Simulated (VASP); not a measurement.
Wanted: the native input for a VASP 6.6.1 run.

| Item | Value |
| --- | --- |
| Task | single point |
| Functional | PBE |
| Potentials or basis | VASP PAW PBE potentials, release 64 (B, N) |
| Cutoff | 520 eV |
| k mesh | 12 × 12 × 12 |
| Occupations | fermi-dirac, width 0.02 eV |
| Spin | no spin polarisation |
| Dipole correction | no |
| Further INCAR settings | ALGO = Normal; EDIFF = 1e-06; NBANDS = 11 |

The structure of BN lies in POSCAR:

```
BN
1.0
    0.0174582595      1.7632842110      1.7632842110
    1.7632842110      0.0174582595      1.7632842110
    1.7632842110      1.7632842110      0.0174582595
B N
1 1
Direct
    0.0000000000      0.0000000000      0.0000000000
    0.5000000000      0.5000000000      0.5000000000
```

This cell differs from its parent crystal: strain along [111] +1.5%.

One way to write it, as run:

INCAR

```
SYSTEM = BN
PREC = Accurate
ENCUT = 520
EDIFF = 1E-6
ISMEAR = -1
SIGMA = 0.02
LREAL = .FALSE.
LASPH = .TRUE.
NELM = 60
ALGO = Normal
ISIF = 2
LWAVE = .FALSE.
LCHARG = .FALSE.
GGA = PE
NBANDS = 11
```

KPOINTS

```
Automatic mesh
0
G
  12 12 12
  0 0 0
```

Potentials or basis: VASP PAW PBE potentials, release 64 (B, N).

Command:

```bash
$ cat potpaw_PBE.64/B/POTCAR potpaw_PBE.64/N/POTCAR > POTCAR
$ mpirun -np 1 vasp_std > vasp.out
```

It gave:

```yaml
Pressure: -1.8 GPa
Band_gap_on_the_k_mesh: 1.00 eV, indirect (least direct gap 5.62 eV)
```

Caveat: the cell differs from its parent crystal (strain along [111] +1.5%).

Wall time 16 s on 1 thread of Intel Xeon 6975P-C, on a shared host, peak memory 0.14 GiB.
